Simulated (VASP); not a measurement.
La, 2 atoms in the cell. Symmetry: Fd-3m, No. 227, cubic system. Conventional cell: a = 6.755 Å, b = 6.755 Å, c = 6.755 Å, α = 90.00°, β = 90.00°, γ = 90.00°. Within 3.9 Å of La (site symmetry -43m) lie 4 La at 2.93 Å. This isn't the form of La at room conditions, which is double hcp.

```yaml
Program: VASP 6.6.1
Task: single point
Functional: RPBE
Potentials_or_basis: VASP PAW PBE potentials, release 64 (La)
Cutoff: 520 eV
k_mesh: 9 × 9 × 9
Occupations: fermi-dirac, width 0.1 eV
Spin: no spin polarisation
Dipole_correction: no
Further_INCAR_settings: ALGO = Normal; EDIFF = 1e-06; NBANDS = 18
```

Potentials or basis: VASP PAW PBE potentials, release 64 (La).

Run with:

```sh
$ cat potpaw_PBE.64/La/POTCAR > POTCAR
$ mpirun -np 1 vasp_std > vasp.out
```

Hardware: 1 thread of Intel(R) Xeon(R) Platinum 8488C (Sapphire Rapids) (shared host).

Q: How long does it take, and how much memory?

A: Run time: 35 s on 1 thread of Intel(R) Xeon(R) Platinum 8488C (Sapphire Rapids) (shared host), peak memory 0.23 GiB. Counts: scf iterations 13, k points 35.
